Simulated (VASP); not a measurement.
A run of VASP 6.6.1 is set up as follows.

INCAR

```
SYSTEM = LaSc2F
ALGO = Normal
EDIFF = 1E-7
ENCUT = 520
GGA = PE
ISIF = 2
ISMEAR = 0
LASPH = .True.
LCHARG = .False.
LREAL = .False.
LWAVE = .False.
NBANDS = 28
NELM = 80
PREC = Accurate
SIGMA = 0.1
```

Contents of KPOINTS:

```
k-points
0
Gamma
  6 6 6
  0 0 0
```

File POSCAR:

```
LaSc2F
1.0
   -2.1192940200      2.1192940200      4.4857508800
    2.1192940200     -2.1192940200      4.4857508800
    2.1192940200      2.1192940200     -4.4857508800
La Sc F
1 2 1
Direct
    0.0000000000      0.0000000000      0.0000000000
    0.7369069200      0.7369069200      0.0000000000
    0.2630930800      0.2630930800      0.0000000000
    0.5000000000      0.5000000000      0.0000000000
```

Potentials or basis: VASP PAW PBE potentials, release 64 (La, Sc_sv, F).

Run with:

```bash
$ cat potpaw_PBE.64/La/POTCAR potpaw_PBE.64/Sc_sv/POTCAR potpaw_PBE.64/F/POTCAR > POTCAR
$ mpirun -np 1 vasp_std > vasp.out
```

Question: What does it give for the pressure?

Answer: 11.1 GPa.

Question: Predict the largest force.

Answer: 4.098 eV/Å.

Stress tensor (GPa, compression positive):
```
 0.85  0.00  0.00
 0.00  0.85  0.00
 0.00  0.00 31.48
```

Caveat: forces of over 1 eV/Å act on the atoms, so gaps and moduli don't describe the material at rest.
